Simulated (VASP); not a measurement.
# Ti (Fm-3m) in VASP: single point with PBE

Aim: the single point of Ti with PBE.

All numbers are computed with VASP 6.6.1; they aren't measurements. Logs are shortened: lines on timing, memory, paths and dates and some standing lists are left out, and cuts for length are marked.

## 1. The cell of the first run

It takes space group Fm-3m (No. 225, cubic). The conventional cell has a = 4.112 Å, b = 4.112 Å, c = 4.112 Å, α = 90.00°, β = 90.00°, γ = 90.00°. Ti (site symmetry m-3m) has 12 Ti at 2.91 Å within 3.8 Å.

This isn't the form of Ti at room conditions, which is hcp.

## 2. Single point, PBE

File POSCAR:

```
Ti
1.0
    0.0000000000      2.0560176233      2.0560176233
    2.0560176233      0.0000000000      2.0560176233
    2.0560176233      2.0560176233      0.0000000000
Ti
1
Direct
    0.0000000000      0.0000000000      0.0000000000
```

File INCAR.step1:

```
SYSTEM = Ti
PREC = Accurate ; ENCUT = 520
EDIFF = 1E-7 ; ISMEAR = 0
SIGMA = 0.05 ; LREAL = .False.
LASPH = .True. ; NELM = 100
ALGO = Fast ; ISIF = 2
LWAVE = .False. ; LCHARG = .True.
LMAXMIX = 4 ; GGA = PE
NBANDS = 12
```

File KPOINTS.step1:

```
Automatic mesh
0
Gamma
  18 18 18
  0 0 0
```

File INCAR.step2:

```
SYSTEM = Ti
PREC = Accurate ; ENCUT = 520
EDIFF = 1E-7 ; ISMEAR = -5
SIGMA = 0.05 ; LREAL = .False.
LASPH = .True. ; NELM = 100
ALGO = Fast ; ISIF = 2
LWAVE = .False. ; LCHARG = .False.
LMAXMIX = 4 ; GGA = PE
LORBIT = 11 ; NBANDS = 12
NEDOS = 2001 ; ICHARG = 11
```

File KPOINTS.step2:

```
Automatic mesh
0
Gamma
  27 27 27
  0 0 0
```

Potentials or basis: VASP PAW PBE potentials, release 64 (Ti_sv).

Run with:

```console
> cat potpaw_PBE.64/Ti_sv/POTCAR > POTCAR
> cp INCAR.step1 INCAR
> cp KPOINTS.step1 KPOINTS
> mpirun -np 1 vasp_std > vasp.out
> cp INCAR.step2 INCAR
> cp KPOINTS.step2 KPOINTS
> mpirun -np 1 vasp_std > vasp.out
```

OUTCAR:

```text
SYSTEM = Ti
   PREC = Accurate
   ENCUT = 520
   EDIFF = 1E-7
   ISMEAR = -5
   LREAL = .False.
   LASPH = .True.
   NELM = 100
   ISIF = 2
   GGA = PE
   LORBIT = 11
   ICHARG = 11

 ion  position               nearest neighbor table
   1  0.000  0.000  0.000-

  LATTYP: Found a face centered cubic cell.
 ALAT       =     4.1120352466

  Lattice vectors:

 A1 = (   0.0000000000,   2.0560176233,   2.0560176233)
 A2 = (   2.0560176233,   0.0000000000,   2.0560176233)
 A3 = (   2.0560176233,   2.0560176233,   0.0000000000)

Analysis of symmetry for initial positions (statically):
=====================================================================
 Subroutine PRICEL returns:
 Original cell was already a primitive cell.

 Routine SETGRP: Setting up the symmetry group for a
 face centered cubic supercell.

 Subroutine GETGRP returns: Found 48 space group operations
 (whereof 48 operations were pure point group operations)
 out of a pool of 48 trial point group operations.

The static configuration has the point symmetry O_h .

Analysis of symmetry for dynamics (positions and initial velocities):
=====================================================================
 Subroutine PRICEL returns:
 Original cell was already a primitive cell.

 Routine SETGRP: Setting up the symmetry group for a
 face centered cubic supercell.

 Subroutine GETGRP returns: Found 48 space group operations
 (whereof 48 operations were pure point group operations)
 out of a pool of 48 trial point group operations.

The dynamic configuration has the point symmetry O_h .

 Subroutine INISYM returns: Found 48 space group operations
 (whereof 48 operations are pure point group operations),
 and found     1 'primitive' translations

----------------------------------------------------------------------------------------

                                     Primitive cell

  volume of cell :      17.3824

  direct lattice vectors                    reciprocal lattice vectors
     0.000000000  2.056017623  2.056017623    -0.243188577  0.243188577  0.243188577
     2.056017623  0.000000000  2.056017623     0.243188577 -0.243188577  0.243188577
     2.056017623  2.056017623  0.000000000     0.243188577  0.243188577 -0.243188577

  length of vectors
     2.907648007  2.907648007  2.907648007     0.421214971  0.421214971  0.421214971

  position of ions in fractional coordinates (direct lattice)
     0.000000000  0.000000000  0.000000000

  ion indices of the primitive-cell ions
   primitive index   ion index
                 1           1

----------------------------------------------------------------------------------------

 KPOINTS: Automatic mesh

Automatic generation of k-mesh.
 Grid dimensions read from file:
 generate k-points for:   27   27   27

 Generating k-lattice:

  Cartesian coordinates                     Fractional coordinates (reciprocal lattice)
    -0.009006984  0.009006984  0.009006984     0.037037037  0.000000000  0.000000000
     0.009006984 -0.009006984  0.009006984     0.000000000  0.037037037  0.000000000
     0.009006984  0.009006984 -0.009006984     0.000000000  0.000000000  0.037037037

  Length of vectors
     0.015600554  0.015600554  0.015600554

  Shift w.r.t. Gamma in fractional coordinates (k-lattice)
     0.000000000  0.000000000  0.000000000

 TETIRR: Found   2653 inequivalent tetrahedra from   118098

 Subroutine IBZKPT returns following result:
 ===========================================

 Found    560 irreducible k-points:

 Following reciprocal coordinates:
            Coordinates               Weight
  0.000000  0.000000  0.000000      1.000000
  0.037037  0.000000  0.000000      8.000000
  0.074074  0.000000  0.000000      8.000000
  0.111111  0.000000  0.000000      8.000000
  0.148148  0.000000  0.000000      8.000000
  0.185185  0.000000  0.000000      8.000000
[... 16 lines left out ...]
  0.333333  0.037037  0.000000     24.000000
  0.370370  0.037037  0.000000     24.000000
 [... further k-points ...]
   k-points           NKPTS =    560   k-points in BZ     NKDIM =    560   number of bands    NBANDS=     12
   number of dos      NEDOS =   2001   number of ions     NIONS =      1
   total plane-waves  NPLWV =  13824
   dimension x,y,z NGX =    24 NGY =   24 NGZ =   24
   dimension x,y,z NGXF=    48 NGYF=   48 NGZF=   48
   ions per type =               1
   NGX,Y,Z   is equivalent  to a cutoff of  13.72, 13.72, 13.72 a.u.
   NGXF,Y,Z  is equivalent  to a cutoff of  27.44, 27.44, 27.44 a.u.
 SYSTEM =  Ti
   PREC   = accura    normal or accurate (medium, high low for compatibility)
   ISTART =      0    job   : 0-new  1-cont  2-samecut
   ICHARG =     11    charge: 1-file 2-atom 10-const
   ISPIN  =      1    spin polarized calculation?
   LNONCOLLINEAR =      F non collinear calculations
   LSORBIT =      F    spin-orbit coupling
   LASPH  =      T    aspherical Exc in radial PAW
   ENCUT  =  520.0 eV  38.22 Ry    6.18 a.u.   5.41  5.41  5.41*2*pi/ulx,y,z
   NELM   =    100;   NELMIN=  2; NELMDL=  0     # of ELM steps
   EDIFF  = 0.1E-06   stopping-criterion for ELM
   LREAL  =      F    real-space projection
   EDIFFG = 0.1E-05   stopping-criterion for IOM
   NSW    =      0    number of steps for IOM
   IBRION =     -1    ionic relax: 0-MD 1-quasi-New 2-CG
   NFREE  =      0    steps in history (QN), initial steepest desc. (CG)
   ISIF   =      2    stress and relaxation
   ISYM   =      2    0-nonsym 1-usesym 2-fastsym
   POTIM  = 0.5000    time-step for ionic-motion
   TEBEG  =    0.0;   TEEND  =   0.0 temperature during run
   PSTRESS=    0.0 pullay stress
   NELECT =      12.0000    total number of electrons
   NUPDOWN=      -1.0000    fix difference up-down
   EMIN   =  10.00;   EMAX   =-10.00  energy-range for DOS
   EFERMI =   0.00;   METHOD = LEGACY
   ISMEAR =    -5;   SIGMA  =   0.05  broadening in eV -4-tet -1-fermi 0-gaus
   EFERMI_NEDOS =   21; number of points for ismear=-14 and -15
   IALGO  =     68    algorithm
   IMIX   =      4    mixing-type and parameters
     AMIX     =   0.40;   BMIX     =  1.00
     AMIX_MAG =   1.60;   BMIX_MAG =  1.00
  volume/ion in A,a.u.               =      17.38       117.30
  Fermi-wavevector in a.u.,A,eV,Ry     =   1.446877  2.734202 28.483176  2.093454
  Thomas-Fermi vector in A             =   2.564896
   LORBIT       =     11    0 simple, 1 ext, 2 COOP (PROOUT), +10 PAW based schemes
   GGA     = PE    functional components
   LHFCALC =     F    Hartree Fock is set to
   AEXX    =    0.0000 exact exchange contribution
   IVDW    =     0    specifies the selected vdW correction
   LEPSILON=     F    determine dielectric tensor
   LRPA    =     F    only Hartree local field effects (RPA)
 non-spin polarized calculation
 RMM-DIIS sequential band-by-band and
 Fermi weights with tetrahedron method with Bloechl corrections
  energy-cutoff  :      520.00
  volume of cell :       17.38
 maximum number of plane-waves:       489
 NGX is ok and might be reduce to    24

 number of electron      12.0000002 magnetization

 Free energy of the ion-electron system (eV)
  ---------------------------------------------------
  ext. energy  EPLUGINS =         0.00000000
  ---------------------------------------------------
  free energy    TOTEN  =        -7.77773643 eV

  energy without entropy =       -7.77773643  energy(sigma->0) =       -7.77773643

 E-fermi :   8.2089     XC(G=0): -11.4952

 val. band max:        8.2195611856   @ k =  -0.4074   0.1111   0.0000
 cond. band min:       8.2007104475   @ k =  -0.3333   0.3333   0.1111
 fundamental gap:     -0.0188507382
 Fermi energy:         8.2088877255

 k-point     1 :       0.0000    0.0000    0.0000
  band No.  band energies     occupation
      1     -48.5030      2.00000
      2     -24.3632      2.00000
      3     -24.3632      2.00000
      4     -24.3632      2.00000
      5       2.1171      2.00000
      6       9.0841      0.00000
      7       9.0841      0.00000
      8       9.0841      0.00000
      9      10.7128      0.00000
     10      10.7128      0.00000
     11      23.4533      0.00000
     12      27.9252      0.00000

 k-point     2 :       0.0370    0.0000    0.0000
  band No.  band energies     occupation
      1     -48.5014      2.00000
      2     -24.3725      2.00000
      3     -24.3643      2.00000
      4     -24.3643      2.00000
      5       2.1617      2.00000
      6       9.0562      0.00000
      7       9.1006      0.00000
      8       9.1006      0.00000
      9      10.7019      0.00000
     10      10.7019      0.00000
     11      23.4915      0.00000
     12      27.5452      0.00000

 k-point     3 :       0.0741    0.0000    0.0000
  band No.  band energies     occupation
      1     -48.4966      2.00000
      2     -24.3999      2.00000
      3     -24.3678      2.00000
      4     -24.3678      2.00000
      5       2.2943      2.00000
      6       8.9758      0.00000
      7       9.1472      0.00000
      8       9.1472      0.00000
      9      10.6726      0.00000
     10      10.6726      0.00000
     11      23.5884      0.00000
     12      26.6137      0.00000
[... 286 lines left out ...]
 k-point    23 :       0.3333    0.0370    0.0000
  band No.  band energies     occupation
      1     -48.4155      2.00000
      2     -24.8433      2.00000
      3     -24.4325      2.00000
      4     -24.4240      2.00000
      5       4.7672      2.00000
      6       8.1638      2.06848
      7       9.1820      0.00000
      8       9.2472      0.00000
      9      11.0462      0.00000
     10      11.2625      0.00000
     11      19.2335      0.00000
     12      23.6394      0.00000

 k-point    24 :       0.3704    0.0370    0.0000
  band No.  band energies     occupation
      1     -48.4035      2.00000
      2     -24.9067      2.00000
      3     -24.4400      2.00000
      4     -24.4334      2.00000
      5       5.1256      2.00000
      6       8.2302      0.62639
      7       9.1001      0.00000
      8       9.1709      0.00000
      9      11.2757      0.00000
     10      11.4464      0.00000
     11      18.3211      0.00000
     12      23.3371      0.00000

 [... further k-points ...]

------------------------ aborting loop because EDIFF is reached ----------------------------------------

  FORCE on cell =-STRESS in cart. coord.  units (eV):
  Direction    XX          YY          ZZ          XY          YZ          ZX
  --------------------------------------------------------------------------------------
  -------------------------------------------------------------------------------------
  Total       -0.0373087     -0.0373087     -0.0373087     -0.0000000      0.0000000      0.0000000
  in kB       -3.4388268     -3.4388268     -3.4388268     -0.0000000      0.0000000      0.0000000
  external PRESSURE =      -3.4388268 kB  Pullay stress =       0.0000000 kB

 VOLUME and BASIS-vectors are now :
 -----------------------------------------------------------------------------
  energy-cutoff  :      520.00
  volume of cell :       17.38
      direct lattice vectors                 reciprocal lattice vectors
     0.000000000  2.056017623  2.056017623    -0.243188577  0.243188577  0.243188577
     2.056017623  0.000000000  2.056017623     0.243188577 -0.243188577  0.243188577
     2.056017623  2.056017623  0.000000000     0.243188577  0.243188577 -0.243188577

 POSITION                                       TOTAL-FORCE (eV/Angst)
 -----------------------------------------------------------------------------------
      0.00000      0.00000      0.00000         0.000000      0.000000      0.000000
 -----------------------------------------------------------------------------------
    total drift:                               -0.000000      0.000000     -0.000000

  FREE ENERGIE OF THE ION-ELECTRON SYSTEM (eV)
  ---------------------------------------------------
  free  energy   TOTEN  =        -7.7777364325 eV

  energy  without entropy=       -7.7777364325  energy(sigma->0) =       -7.77773643

 total charge

# of ion       s       p       d       tot
------------------------------------------
    1        2.246   6.119   1.888  10.253
```

Run time: 70 s. Hardware: 1 thread of Intel Xeon 6975P-C (Granite Rapids), shared host; peak memory 0.22 GiB.

Results:

| Property | Result |
| --- | --- |
| Valence electrons inside the program's atomic spheres | Ti 10.25 |

Levels at points of the mesh, in eV from the Fermi level:
```
           k point  band 4  band 5  band 6  band 7  band 8  band 9
(0.00, 0.00, 0.00)  -32.57   -6.09    0.88    0.88    0.88    2.50
```

Caveat: tetrahedron occupations give inexact forces and stress in metals.
